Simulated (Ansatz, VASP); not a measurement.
**Ni: VASP beside Ansatz**

INCAR

```
SYSTEM = Ni
PREC = Accurate ; ENCUT = 520
EDIFF = 1E-6 ; ISMEAR = 0
SIGMA = 0.15 ; LREAL = .FALSE.
LASPH = .TRUE. ; NELM = 80
ALGO = Fast ; ISIF = 2
LWAVE = .FALSE. ; LCHARG = .FALSE.
NBANDS = 17
```

File KPOINTS:

```
Automatic mesh
0
G
  20 20 12
  0 0 0
```

POSCAR

```
Ni
1.0
   -1.3590661858      1.3590661858      1.3590661858
    1.3590661858     -1.3590661858      1.3590661858
    2.7181323716      2.7181323716      0.0000000000
Ni
2
Direct
    0.0266335205     -0.0680590232      0.0000000000
    0.4733664795      0.5680590232      0.5000000000
```

Input for Ansatz:

```yaml
crystal:
  lattice:
    - [-1.3590661858, 1.3590661858, 1.3590661858]
    - [1.3590661858, -1.3590661858, 1.3590661858]
    - [2.7181323716, 2.7181323716, 0.0]
  atoms:
    - { symbol: Ni, position: [0.0266335205, -0.0680590232, 0.0] }
    - { symbol: Ni, position: [0.4733664795, 0.5680590232, 0.5] }
basis:
  ecutwfc: 520.0
kpoints:
  mp_grid: { grid: [20, 20, 12] }
hamiltonian:
  xc: lda
  pseudopotentials: { kind: paw, azcp: { folder: soft_1 } }
scf:
  occupations: { method: gaussian, width: 0.15 }
output:
  forces: true
  stress: true
  eigenvalues: true
```

Change from the starting cell: mode 1 frozen in at -0.182 Å and mode 5 at -0.056 Å (largest displacements).

Alike in both runs: task single point; functional LDA; k mesh 20 × 20 × 12; occupations gaussian, width 0.15 eV; no spin polarisation.

|  | VASP | Ansatz |
| --- | --- | --- |
| version | VASP 6.6.1 | Ansatz 0.2.0 |
| potentials or method | VASP PAW LDA potentials, release 64 (Ni), cutoff 520 eV | scalar-relativistic, plane waves, PAW |
| valence electrons in the cell | 20 | 36 |

|  | VASP | Ansatz | Ansatz less VASP |
| --- | --- | --- | --- |
| gap on the k mesh at the Fermi level (eV) | none | none | - |
| pressure (GPa) | 1.5 | 1.6 | +0.16 |
| traceless stress, the component that is largest in VASP (GPa) | -4.44 | -4.49 | -0.054 |
| rms of the force components (eV/Å) | 0.274 | 0.277 | +0.0033 |

Ansatz warns that its potentials were made for another functional, while VASP's fit it. LDA's correlation is that of Perdew and Zunger in VASP and of Perdew and Wang (1992) in Ansatz. Atom by atom the forces differ by 0.005 eV/Å (rms over components). A gap of «none» marks a metal or a gap that the smearing closes. VASP's potentials hold 20 valence electrons a cell and Ansatz's 36, so a difference there can come from the potentials and not from the codes.
